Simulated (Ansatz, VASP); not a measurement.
## Ru in VASP and in Ansatz

The input POSCAR:

```
Ru
1.0
    2.7059477279      0.0000000000      0.0000000000
   -1.3529738639      2.3434194737      0.0000000000
    0.0000000000      0.0000000000      4.2579056513
Ru
2
Direct
    0.3333333333      0.6666666667      0.2500000000
    0.6666666667      0.3333333333      0.7500000000
```

Contents of INCAR.step1:

```
PREC     = Accurate       # precision mode
ENCUT    = 520            # plane-wave cutoff, eV
ISMEAR   = -1             # smearing method
SIGMA    = 0.1            # smearing width, eV
LREAL    = F              # projectors in reciprocal space
LASPH    = T              # aspherical terms in the spheres
NELM     = 80             # most SCF steps
NBANDS   = 21             # bands
GGA      = PE             # functional
ALGO     = Normal         # electronic algorithm
EDIFF    = 1E-4           # SCF threshold, eV
LWAVE    = T              # write WAVECAR
LCHARG   = F              # write CHGCAR
```

Contents of INCAR.step2:

```
PREC     = Accurate       # precision mode
ENCUT    = 520            # plane-wave cutoff, eV
EDIFF    = 1E-7           # SCF threshold, eV
ISMEAR   = -1             # smearing method
SIGMA    = 0.1            # smearing width, eV
LREAL    = F              # projectors in reciprocal space
LASPH    = T              # aspherical terms in the spheres
NELM     = 80             # most SCF steps
ALGO     = Normal         # electronic algorithm
ISIF     = 2              # what is computed and relaxed
LWAVE    = F              # write WAVECAR
LCHARG   = F              # write CHGCAR
METAGGA  = R2SCAN         # meta-GGA
LMIXTAU  = T            
NBANDS   = 21             # bands
ISTART   = 1
```

File KPOINTS:

```
regular mesh
0
Gamma
  22 22 12
```

Input for Ansatz:

```yaml
crystal:
  lattice:
    - [2.7059477279, 0.0, 0.0]
    - [-1.3529738639, 2.3434194737, 0.0]
    - [0.0, 0.0, 4.2579056513]
  atoms:
    - { symbol: Ru, position: [0.3333333333, 0.6666666667, 0.25] }
    - { symbol: Ru, position: [0.6666666667, 0.3333333333, 0.75] }
hamiltonian:
  xc: r2scan
  pseudopotentials:
    kind: paw
    azcp:
      Ru: "pseudopotentials/Ru.paw.azcp"
basis:
  ecutwfc: 500
  fft_grid_basis: typed
kpoints:
  mp_grid: { grid: [22, 22, 12], shift: [0, 0, 0] }
magnetization:
  spin_polarized: false
scf:
  occupations: { method: fermi_dirac, width: 0.1 }
  lower_state_search: "off"
output:
  stress: true
  write_density: true
  write_potential: true
  elf: true
  volumetric_format: npy
```

Alike in both runs: task single point; functional r2SCAN; k mesh 22 × 22 × 12; occupations fermi-dirac, width 0.1 eV; no spin polarisation.

|  | VASP | Ansatz |
| --- | --- | --- |
| version | VASP 6.6.1 | Ansatz 0.2.0 |
| potentials or method | VASP PAW PBE potentials, release 64 (Ru_pv), cutoff 520 eV | plane waves (500 eV) with PAW, scalar-relativistic |
| valence electrons in the cell | 28 | 32 |

|  | VASP | Ansatz | Ansatz less VASP |
| --- | --- | --- | --- |
| pressure (GPa) | 1.5 | 0.0 | -1.54 |
| traceless stress, the component that is largest in VASP (GPa) | 0.69 | 0.58 | -0.117 |

VASP's potentials were made for PBE, not for r2SCAN. VASP's potentials hold 28 valence electrons a cell and Ansatz's 32, so a difference there can come from the potentials and not from the codes.
